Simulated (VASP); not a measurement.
# Ga (Fm-3m) in VASP: a series of runs

Ga is run at these levels: PBEsol; tasks: single point.

Everything below comes from runs of VASP 6.6.1. Logs are shortened: lines on timing, memory, paths and dates and some standing lists are left out, and cuts for length are marked.

### 1 The cell of the first run

It takes space group Fm-3m (No. 225, cubic). Conventional cell: a = 4.198 Å, b = 4.198 Å, c = 4.198 Å, α = 90.00°, β = 90.00°, γ = 90.00°. Ga (site symmetry m-3m) has 12 Ga at 2.97 Å within 3.9 Å.

### 2 Single point, PBEsol (volume scaled by 1.04)

Contents of INCAR:

```
ALGO     = Normal         # electronic algorithm
EDIFF    = 1E-6           # SCF threshold, eV
ENCUT    = 520            # plane-wave cutoff, eV
GGA      = PS             # functional
ISIF     = 2              # what is computed and relaxed
ISMEAR   = -1             # smearing method
LASPH    = T              # aspherical terms in the spheres
LCHARG   = F              # write CHGCAR
LREAL    = F              # projectors in reciprocal space
LWAVE    = F              # write WAVECAR
NBANDS   = 12             # bands
NELM     = 100            # most SCF steps
PREC     = Accurate       # precision mode
SIGMA    = 0.1            # smearing width, eV
```

Contents of KPOINTS:

```
k-points
0
Gamma
  15 15 15
```

Contents of POSCAR:

```
Ga
1.0
    0.0000000000      2.0989910789      2.0989910789
    2.0989910789      0.0000000000      2.0989910789
    2.0989910789      2.0989910789      0.0000000000
Ga
1
Direct
    0.0000000000      0.0000000000      0.0000000000
```

Potentials or basis: VASP PAW PBE potentials, release 64 (Ga_d).

The run is started by

```bash
$ cat potpaw_PBE.64/Ga_d/POTCAR > POTCAR
$ mpirun -np 1 vasp_std > vasp.out
```

OUTCAR:

```text
EDIFF = 1E-6
   ENCUT = 520
   GGA = PS
   ISIF = 2
   ISMEAR = -1
   LASPH = T
   LREAL = F
   NELM = 100
   PREC = Accurate

 ion  position               nearest neighbor table
   1  0.000  0.000  0.000-

  LATTYP: Found a face centered cubic cell.
 ALAT       =     4.1979821578

  Lattice vectors:

 A1 = (   0.0000000000,   2.0989910789,   2.0989910789)
 A2 = (   2.0989910789,   0.0000000000,   2.0989910789)
 A3 = (   2.0989910789,   2.0989910789,   0.0000000000)

Analysis of symmetry for initial positions (statically):
=====================================================================
 Subroutine PRICEL returns:
 Original cell was already a primitive cell.

 Routine SETGRP: Setting up the symmetry group for a
 face centered cubic supercell.

 Subroutine GETGRP returns: Found 48 space group operations
 (whereof 48 operations were pure point group operations)
 out of a pool of 48 trial point group operations.

The static configuration has the point symmetry O_h .

Analysis of symmetry for dynamics (positions and initial velocities):
=====================================================================
 Subroutine PRICEL returns:
 Original cell was already a primitive cell.

 Routine SETGRP: Setting up the symmetry group for a
 face centered cubic supercell.

 Subroutine GETGRP returns: Found 48 space group operations
 (whereof 48 operations were pure point group operations)
 out of a pool of 48 trial point group operations.

The dynamic configuration has the point symmetry O_h .

 Subroutine INISYM returns: Found 48 space group operations
 (whereof 48 operations are pure point group operations),
 and found     1 'primitive' translations

----------------------------------------------------------------------------------------

                                     Primitive cell

  volume of cell :      18.4953

  direct lattice vectors                    reciprocal lattice vectors
     0.000000000  2.098991079  2.098991079    -0.238209683  0.238209683  0.238209683
     2.098991079  0.000000000  2.098991079     0.238209683 -0.238209683  0.238209683
     2.098991079  2.098991079  0.000000000     0.238209683  0.238209683 -0.238209683

  length of vectors
     2.968421651  2.968421651  2.968421651     0.412591274  0.412591274  0.412591274

  position of ions in fractional coordinates (direct lattice)
     0.000000000  0.000000000  0.000000000

  ion indices of the primitive-cell ions
   primitive index   ion index
                 1           1

----------------------------------------------------------------------------------------

 KPOINTS: k-points

Automatic generation of k-mesh.
 Grid dimensions read from file:
 generate k-points for:   15   15   15

 Generating k-lattice:

  Cartesian coordinates                     Fractional coordinates (reciprocal lattice)
    -0.015880646  0.015880646  0.015880646     0.066666667  0.000000000  0.000000000
     0.015880646 -0.015880646  0.015880646     0.000000000  0.066666667  0.000000000
     0.015880646  0.015880646 -0.015880646     0.000000000  0.000000000  0.066666667

  Length of vectors
     0.027506085  0.027506085  0.027506085

  Shift w.r.t. Gamma in fractional coordinates (k-lattice)
     0.000000000  0.000000000  0.000000000

 Subroutine IBZKPT returns following result:
 ===========================================

 Found    120 irreducible k-points:

 Following reciprocal coordinates:
            Coordinates               Weight
  0.000000  0.000000  0.000000      1.000000
  0.066667  0.000000  0.000000      8.000000
  0.133333  0.000000  0.000000      8.000000
  0.200000  0.000000  0.000000      8.000000
  0.266667  0.000000  0.000000      8.000000
  0.333333  0.000000  0.000000      8.000000
[... 16 lines left out ...]
  0.133333  0.133333  0.000000      6.000000
  0.200000  0.133333  0.000000     24.000000
 [... further k-points ...]
   k-points           NKPTS =    120   k-points in BZ     NKDIM =    120   number of bands    NBANDS=     12
   number of dos      NEDOS =    301   number of ions     NIONS =      1
   total plane-waves  NPLWV =  13824
   dimension x,y,z NGX =    24 NGY =   24 NGZ =   24
   dimension x,y,z NGXF=    48 NGYF=   48 NGZF=   48
   ions per type =               1
   NGX,Y,Z   is equivalent  to a cutoff of  13.44, 13.44, 13.44 a.u.
   NGXF,Y,Z  is equivalent  to a cutoff of  26.88, 26.88, 26.88 a.u.
 SYSTEM =  unknown system
   PREC   = accura    normal or accurate (medium, high low for compatibility)
   ISTART =      0    job   : 0-new  1-cont  2-samecut
   ICHARG =      2    charge: 1-file 2-atom 10-const
   ISPIN  =      1    spin polarized calculation?
   LNONCOLLINEAR =      F non collinear calculations
   LSORBIT =      F    spin-orbit coupling
   LASPH  =      T    aspherical Exc in radial PAW
   ENCUT  =  520.0 eV  38.22 Ry    6.18 a.u.   5.52  5.52  5.52*2*pi/ulx,y,z
   NELM   =    100;   NELMIN=  2; NELMDL= -5     # of ELM steps
   EDIFF  = 0.1E-05   stopping-criterion for ELM
   LREAL  =      F    real-space projection
   EDIFFG = 0.1E-04   stopping-criterion for IOM
   NSW    =      0    number of steps for IOM
   IBRION =     -1    ionic relax: 0-MD 1-quasi-New 2-CG
   NFREE  =      0    steps in history (QN), initial steepest desc. (CG)
   ISIF   =      2    stress and relaxation
   ISYM   =      2    0-nonsym 1-usesym 2-fastsym
   POTIM  = 0.5000    time-step for ionic-motion
   TEBEG  =    0.0;   TEEND  =   0.0 temperature during run
   PSTRESS=    0.0 pullay stress
   NELECT =      13.0000    total number of electrons
   NUPDOWN=      -1.0000    fix difference up-down
   EMIN   =  10.00;   EMAX   =-10.00  energy-range for DOS
   EFERMI =   0.00;   METHOD = LEGACY
   ISMEAR =    -1;   SIGMA  =   0.10  broadening in eV -4-tet -1-fermi 0-gaus
   EFERMI_NEDOS =   21; number of points for ismear=-14 and -15
   IALGO  =     38    algorithm
   IMIX   =      4    mixing-type and parameters
     AMIX     =   0.40;   BMIX     =  1.00
     AMIX_MAG =   1.60;   BMIX_MAG =  1.00
  volume/ion in A,a.u.               =      18.50       124.81
  Fermi-wavevector in a.u.,A,eV,Ry     =   1.455578  2.750643 28.826746  2.118706
  Thomas-Fermi vector in A             =   2.572596
   LORBIT       =      0    0 simple, 1 ext, 2 COOP (PROOUT), +10 PAW based schemes
   GGA     = PS    functional components
   LHFCALC =     F    Hartree Fock is set to
   AEXX    =    0.0000 exact exchange contribution
   IVDW    =     0    specifies the selected vdW correction
   LEPSILON=     F    determine dielectric tensor
   LRPA    =     F    only Hartree local field effects (RPA)
 non-spin polarized calculation
  energy-cutoff  :      520.00
  volume of cell :       18.50
 maximum number of plane-waves:       531
 NGX is ok and might be reduce to    24
   NGX = 11   NGY = 11   NGZ = 11

 number of electron      13.0000003 magnetization

 Free energy of the ion-electron system (eV)
  ---------------------------------------------------
  ext. energy  EPLUGINS =         0.00000000
  ---------------------------------------------------
  free energy    TOTEN  =        -3.33620167 eV

  energy without entropy =       -3.32380037  energy(sigma->0) =       -3.33000102

 E-fermi :   5.6044     XC(G=0): -11.2526

 val. band max:        5.5987842546   @ k =   0.4667   0.4000   0.0000
 cond. band min:       5.6565271242   @ k =  -0.2667   0.4000   0.1333
 fundamental gap:      0.0577428696
 Fermi energy:         5.6043873400

 k-point     1 :       0.0000    0.0000    0.0000
  band No.  band energies     occupation
      1      -9.2668      2.00000
      2      -9.2668      2.00000
      3      -9.2668      2.00000
      4      -9.1388      2.00000
      5      -9.1388      2.00000
      6      -5.6172      2.00000
      7      18.0106      0.00000
      8      18.0106      0.00000
      9      18.0106      0.00000
     10      21.5470      0.00000
     11      21.8428      0.00000
     12      21.8428      0.00000

 k-point     2 :       0.0667    0.0000    0.0000
  band No.  band energies     occupation
      1      -9.2685      2.00000
      2      -9.2611      2.00000
      3      -9.2611      2.00000
      4      -9.1397      2.00000
      5      -9.1397      2.00000
      6      -5.5014      2.00000
      7      16.5607      0.00000
      8      17.7604      0.00000
      9      17.7604      0.00000
     10      20.6020      0.00000
     11      22.2563      0.00000
     12      22.2563      0.00000

 k-point     3 :       0.1333    0.0000    0.0000
  band No.  band energies     occupation
      1      -9.2746      2.00000
      2      -9.2476      2.00000
      3      -9.2476      2.00000
      4      -9.1396      2.00000
      5      -9.1396      2.00000
      6      -5.1520      2.00000
      7      13.9173      0.00000
      8      17.2321      0.00000
      9      17.2321      0.00000
     10      20.2381      0.00000
     11      23.1617      0.00000
     12      23.1617      0.00000
[... 286 lines left out ...]
 k-point    23 :       0.1333    0.1333    0.0000
  band No.  band energies     occupation
      1      -9.2955      2.00000
      2      -9.2260      2.00000
      3      -9.2260      2.00000
      4      -9.1702      2.00000
      5      -9.1220      2.00000
      6      -4.9971      2.00000
      7      15.4250      0.00000
      8      15.4250      0.00000
      9      16.2680      0.00000
     10      18.0937      0.00000
     11      21.3992      0.00000
     12      25.4290      0.00000

 k-point    24 :       0.2000    0.1333    0.0000
  band No.  band energies     occupation
      1      -9.3066      2.00000
      2      -9.2112      2.00000
      3      -9.2075      2.00000
      4      -9.1817      2.00000
      5      -9.1115      2.00000
      6      -4.5674      2.00000
      7      13.2657      0.00000
      8      14.7058      0.00000
      9      15.9953      0.00000
     10      18.1933      0.00000
     11      20.0249      0.00000
     12      25.5896      0.00000

 [... further k-points ...]
[... 5 lines left out ...]
  --------------------------------------------------------------------------------------
  -------------------------------------------------------------------------------------
  Total       -0.2823788     -0.2823788     -0.2823788      0.0000000      0.0000000     -0.0000000
  in kB      -24.4613795    -24.4613795    -24.4613795      0.0000000      0.0000000     -0.0000000
  external PRESSURE =     -24.4613795 kB  Pullay stress =       0.0000000 kB

 VOLUME and BASIS-vectors are now :
 -----------------------------------------------------------------------------
  energy-cutoff  :      520.00
  volume of cell :       18.50
      direct lattice vectors                 reciprocal lattice vectors
     0.000000000  2.098991079  2.098991079    -0.238209683  0.238209683  0.238209683
     2.098991079  0.000000000  2.098991079     0.238209683 -0.238209683  0.238209683
     2.098991079  2.098991079  0.000000000     0.238209683  0.238209683 -0.238209683

 POSITION                                       TOTAL-FORCE (eV/Angst)
 -----------------------------------------------------------------------------------
      0.00000      0.00000      0.00000        -0.000000     -0.000000      0.000000
 -----------------------------------------------------------------------------------
    total drift:                               -0.000000      0.000000     -0.000000

  FREE ENERGIE OF THE ION-ELECTRON SYSTEM (eV)
  ---------------------------------------------------
  free  energy   TOTEN  =        -3.3362016735 eV

  energy  without entropy=       -3.3238003672  energy(sigma->0) =       -3.33000102
```

Wall time 8.9 s (1 thread of Intel Xeon Platinum 8559C (Emerald Rapids), shared host); peak memory 0.15 GiB.

What came out:

```
Free energy : -3.3362 eV
Pressure    : -2.4 GPa
```

Caveat: the PAW data sets were made with another functional, which shifts forces and pressure a little.

### 3 Single point, PBEsol (volume scaled by 1.08)

Contents of INCAR:

```
SYSTEM = Ga
PREC     = Accurate       ! precision mode
ENCUT    = 520            ! plane-wave cutoff, eV
EDIFF    = 1E-6           ! SCF threshold, eV
ISMEAR   = -1             ! smearing method
SIGMA    = 0.1            ! smearing width, eV
LREAL    = .FALSE.        ! projectors in reciprocal space
LASPH    = .TRUE.         ! aspherical terms in the spheres
NELM     = 60             ! most SCF steps
ALGO     = Normal         ! electronic algorithm
ISIF     = 2              ! what is computed and relaxed
LWAVE    = .FALSE.        ! write WAVECAR
LCHARG   = .FALSE.        ! write CHGCAR
GGA      = PS             ! functional
NBANDS   = 12             ! bands
```

Contents of KPOINTS:

```
Automatic mesh
0
G
  15 15 15
  0 0 0
```

Contents of POSCAR:

```
Ga
1.0
    0.0000000000      2.1255634071      2.1255634071
    2.1255634071      0.0000000000      2.1255634071
    2.1255634071      2.1255634071      0.0000000000
Ga
1
Direct
    0.0000000000      0.0000000000      0.0000000000
```

Potentials or basis: VASP PAW PBE potentials, release 64 (Ga_d).

The run is started by

```bash
$ cat potpaw_PBE.64/Ga_d/POTCAR > POTCAR
$ mpirun -np 1 vasp_std > vasp.out
```

Run time: 8.2 s. Hardware: 1 thread of Intel Xeon Platinum 8559C (Emerald Rapids), shared host; peak memory 0.15 GiB.

It converged, with:

```
Free energy : -3.3217 eV
Pressure    : -4.1 GPa
```

Levels at points of the mesh, in eV from the Fermi level:
```csv
k point,band 3,band 4,band 5,band 6,band 7,band 8,band 9,band 10
"(0.00, 0.00, 0.00)",-14.82,-14.70,-14.70,-10.91,12.01,12.01,12.01,15.75
```

Caveat: the PAW data sets were made with another functional, which shifts forces and pressure a little.

### 4 Single point, PBEsol (volume scaled by 1.12)

Contents of INCAR:

```
  PREC = Accurate
  ENCUT = 520
  EDIFF = 1E-6
  ISMEAR = -1
  SIGMA = 0.1
  LREAL = False
  LASPH = True
  NELM = 80
  ALGO = Normal
  ISIF = 2
  LWAVE = False
  LCHARG = False
  GGA = PS
  NBANDS = 12
```

Contents of KPOINTS:

```
Automatic mesh
0
Gamma
  15 15 15
```

Contents of POSCAR:

```
Ga
1.0
    0.0000000000      2.1514874670      2.1514874670
    2.1514874670      0.0000000000      2.1514874670
    2.1514874670      2.1514874670      0.0000000000
Ga
1
Direct
    0.0000000000      0.0000000000      0.0000000000
```

The run is started by

```bash
$ cat potpaw_PBE.64/Ga_d/POTCAR > POTCAR
$ mpirun -np 1 vasp_std > vasp.out
```

Run time: 9.9 s. Hardware: 1 thread of Intel Xeon Platinum 8559C (Emerald Rapids), shared host; peak memory 0.15 GiB.

It converged, with:

| Property | Result |
| --- | --- |
| Free energy | -3.3007 eV |
| Pressure | -5.4 GPa |

Levels at points of the mesh, in eV from the Fermi level:
| k point | band 3 | band 4 | band 5 | band 6 | band 7 | band 8 | band 9 | band 10 |
| --- | --- | --- | --- | --- | --- | --- | --- | --- |
| (0.00, 0.00, 0.00) | -14.77 | -14.67 | -14.67 | -10.63 | 11.63 | 11.63 | 11.63 | 15.57 |

Caveat: the PAW data sets were made with another functional, which shifts forces and pressure a little.

### 5 The runs side by side

| cell | gap on the mesh (eV) | pressure (GPa) |
| --- | --- | --- |
| a = 2.968 Å, angles 60.0°, 1 atom | none | -2.4 |
| a = 3.006 Å, angles 60.0°, 1 atom | none | -4.1 |
| a = 3.043 Å, angles 60.0°, 1 atom | none | -5.4 |

Alike in all rows: task single point; level PBEsol; potentials or basis VASP PAW PBE potentials, release 64 (Ga_d); no spin polarisation; k mesh 15 × 15 × 15; cutoff (eV) 520; smearing fermi-dirac 0.1 eV.

Caveats: the PAW data sets were made with another functional, which shifts forces and pressure a little.

Total energies depend on the potentials used, so only differences within one code and one set of settings carry meaning.
